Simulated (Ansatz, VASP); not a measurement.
## One calculation of HgTe, two programs

Contents of INCAR:

```
SYSTEM = HgTe
PREC     = Accurate       ! precision mode
ENCUT    = 520            ! plane-wave cutoff, eV
EDIFF    = 1E-6           ! SCF threshold, eV
ISMEAR   = -1             ! smearing method
SIGMA    = 0.03           ! smearing width, eV
LREAL    = .FALSE.        ! projectors in reciprocal space
LASPH    = .TRUE.         ! aspherical terms in the spheres
NELM     = 60             ! most SCF steps
ALGO     = Normal         ! electronic algorithm
ISIF     = 2              ! what is computed and relaxed
LWAVE    = .FALSE.        ! write WAVECAR
LCHARG   = .FALSE.        ! write CHGCAR
NBANDS   = 16             ! bands
```

File KPOINTS:

```
Automatic mesh
0
G
  11 11 11
  0 0 0
```

POSCAR

```
HgTe
1.0
    0.0000000000      3.2342093810      3.2342093810
    3.2342093810      0.0000000000      3.2342093810
    3.2342093810      3.2342093810      0.0000000000
Hg Te
1 1
Direct
    0.0000000000      0.0000000000      0.0000000000
    0.7500000000      0.7500000000      0.7500000000
```

Input for Ansatz:

```yaml
crystal:
  lattice:
    - [0.0, 3.234209381, 3.234209381]
    - [3.234209381, 0.0, 3.234209381]
    - [3.234209381, 3.234209381, 0.0]
  atoms:
    - { symbol: Hg, position: [0.0, 0.0, 0.0] }
    - { symbol: Te, position: [0.75, 0.75, 0.75] }
kpoints:
  mp_grid: { grid: [11, 11, 11] }
  band_path:
    path:
      - [0.0, 0.0, 0.0]
      - [-0.5, -0.5, 0.0]
      - [-0.375, -0.375, 0.25]
      - [-0.375, 0.0, 0.375]
      - [0.0, 0.0, 0.0]
      - [0.0, 0.0, 0.5]
      - [-0.5, -0.25, 0.25]
      - [-0.5, -0.5, 0.0]
    npoints: 5
scf:
  occupations: { method: fermi_dirac, width: 0.03 }
hamiltonian:
  xc: lda
  pseudopotentials: { kind: all_electron, lapw: { basis_error: 0.0005 } }
output:
  forces: true
  stress: true
  eigenvalues: true
```

Change from the starting cell: volume scaled by 1.01.

Alike in both runs: task single point; functional LDA; k mesh 11 × 11 × 11; occupations fermi-dirac, width 0.03 eV; no spin polarisation.

|  | VASP | Ansatz |
| --- | --- | --- |
| version | VASP 6.6.1 | Ansatz 0.2.0 |
| potentials or method | VASP PAW LDA potentials, release 64 (Hg, Te), cutoff 520 eV | all-electron LAPW, scalar-relativistic |

Ansatz gave:

```
pressure (GPa) : -0.7
```

Estimate VASP's values.

pressure (GPa): -0.5.

LDA's correlation is that of Perdew and Zunger in VASP and of Perdew and Wang (1992) in Ansatz. Ansatz ran all-electron here, and VASP with PAW potentials.

Spin-orbit coupling is off throughout.
